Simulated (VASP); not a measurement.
A run of VASP 6.6.1 is set up as follows.

INCAR

```
PREC = Accurate
ENCUT = 520
EDIFF = 1E-7
ISMEAR = 0
SIGMA = 0.02
LREAL = Auto
LASPH = T
NELM = 80
ALGO = Normal
ISIF = 2
LWAVE = F
LCHARG = F
GGA = PS
NBANDS = 96
```

File KPOINTS:

```
Automatic mesh
0
Gamma
  8 8 2
```

The input POSCAR:

```
BaSr3Ti4O12
1.0
    3.7906408001      0.0000000000      0.0000000000
    0.0000000000      3.7906408001      0.0000000000
    0.0000000000      0.0000000000     15.1570786259
Ba Sr Ti O
1 3 4 12
Direct
    0.0000000000      0.0000000000      0.0000000000
    0.0000000000      0.0000000000      0.2524355730
    0.0000000000      0.0000000000      0.5000000000
    0.0000000000      0.0000000000      0.7475644270
    0.5000000000      0.5000000000      0.1279348213
    0.5000000000      0.5000000000      0.3759421967
    0.5000000000      0.5000000000      0.6240578033
    0.5000000000      0.5000000000      0.8720651787
    0.0000000000      0.5000000000      0.1301599896
    0.0000000000      0.5000000000      0.3760715762
    0.0000000000      0.5000000000      0.6239284238
    0.0000000000      0.5000000000      0.8698400104
    0.5000000000      0.5000000000      0.0000000000
    0.5000000000      0.5000000000      0.2518640720
    0.5000000000      0.5000000000      0.5000000000
    0.5000000000      0.5000000000      0.7481359280
    0.5000000000      0.0000000000      0.1301599896
    0.5000000000      0.0000000000      0.3760715762
    0.5000000000      0.0000000000      0.6239284238
    0.5000000000      0.0000000000      0.8698400104
```

Potentials or basis: VASP PAW PBE potentials, release 64 (Ba_sv, Sr_sv, Ti_sv, O).

Launch:

```console
$ cat potpaw_PBE.64/Ba_sv/POTCAR potpaw_PBE.64/Sr_sv/POTCAR potpaw_PBE.64/Ti_sv/POTCAR potpaw_PBE.64/O/POTCAR > POTCAR
$ mpirun -np 1 vasp_std > vasp.out
```

Question: Estimate the pressure.

Answer: 22.8 GPa.

Question: What does it give for the largest force?

Answer: 0.058 eV/Å.

Forces on the atoms (eV/Å):
```
Ba   0.000  0.000  0.000
Sr   0.000  0.000  0.008
Sr   0.000  0.000  0.000
Sr   0.000  0.000 -0.008
Ti   0.000  0.000  0.008
Ti   0.000  0.000  0.014
Ti   0.000  0.000 -0.014
Ti   0.000  0.000 -0.008
O    0.000  0.000  0.058
O    0.000  0.000 -0.005
O    0.000  0.000  0.005
O    0.000  0.000 -0.058
O    0.000  0.000  0.000
O    0.000  0.000  0.007
O    0.000  0.000  0.000
O    0.000  0.000 -0.007
O    0.000  0.000  0.058
O    0.000  0.000 -0.005
O    0.000  0.000  0.005
O    0.000  0.000 -0.058
```

Caveat: the cell stands under pressure; the PAW data sets were made with another functional, which shifts forces and pressure a little.
